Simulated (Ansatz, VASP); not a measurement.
## Nb2SiO in VASP and in Ansatz

```
Nb Si O
1.0
     4.22524    0.00000    0.00000
     0.00000    4.22524    0.00000
     0.00000    0.00000    3.36803
Nb Si O
2 1 1
Cartesian
  0.0000 2.1126 1.6840
  2.1126 0.0000 1.6840
  2.1126 2.1126 0.0000
  0.0000 0.0000 1.6840
```

Alike in both runs: task relaxation of cell and atoms; functional PBE; k mesh 8 × 8 × 10; occupations gaussian, width 0.1 eV; no spin polarisation.

```csv
,VASP,Ansatz
version,VASP 6.6.1,Ansatz 0.2.0
potentials or method,"VASP PAW PBE potentials, release 64 (Nb_sv, Si, O), cutoff 600 eV","scalar-relativistic, plane waves, PAW"
valence electrons in the cell,36,36
```

Ansatz gave:

| Property | Result |
| --- | --- |
| gap on the k mesh at the Fermi level, each at its own relaxed structure (eV) | none |
| relaxed volume (Å³/atom) | 14.85 |
| relaxed cell length with the largest relative difference (Å) | 3.318 |

What did VASP give for the same quantities?

gap on the k mesh at the Fermi level, each at its own relaxed structure (eV): none; relaxed volume (Å³/atom): 14.82; relaxed cell length with the largest relative difference (Å): 3.315.

A gap of «none» marks a metal or a gap that the smearing closes.
